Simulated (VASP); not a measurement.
Set up this calculation in VASP 6.6.1, as the native input.

- Task: single point
- Functional: revPBE
- Potentials or basis: VASP PAW PBE potentials, release 64 (Bi_d)
- Cutoff: 520 eV
- k mesh: 12 × 12 × 6
- Occupations: fermi-dirac, width 0.1 eV
- Spin: no spin polarisation
- Dipole correction: no
- Further INCAR settings: ALGO = Normal; EDIFF = 1e-06; NBANDS = 22

The structure of Bi lies in POSCAR:

```
Bi
1.0
    3.4158071280      0.0000000000      0.0000000000
   -1.7079035640      2.9581757472      0.0000000000
    0.0000000000      0.0000000000      5.6203396257
Bi
2
Direct
    0.3333333333      0.6666666667      0.2500000000
    0.6666666667      0.3333333333      0.7500000000
```

This cell differs from its parent crystal: volume scaled by 0.88.

These files were run (other wordings do the same):

INCAR

```
ALGO = Normal
EDIFF = 1E-6
ENCUT = 520
GGA = RE
ISIF = 2
ISMEAR = -1
LASPH = T
LCHARG = F
LREAL = F
LWAVE = F
NBANDS = 22
NELM = 60
PREC = Accurate
SIGMA = 0.1
```

KPOINTS

```
k-points
0
Gamma
  12 12 6
```

Potentials or basis: VASP PAW PBE potentials, release 64 (Bi_d).

Run with:

```sh
$ cat potpaw_PBE.64/Bi_d/POTCAR > POTCAR
$ mpirun -np 1 vasp_std > vasp.out
```

It gave:

```yaml
Pressure: 8.2 GPa
Band_gap_on_the_k_mesh: zero (band 15 reaches 13.95 eV, above the bottom of band 16 at 6.12 eV)
```

Caveat: the PAW data sets were made with another functional, which shifts forces and pressure a little; spin-orbit coupling is left out, which moves the levels of the heavy elements.

Wall time 35 s on 1 thread of Intel(R) Xeon(R) 6975P-C (Granite Rapids) (shared host), peak memory 0.21 GiB.
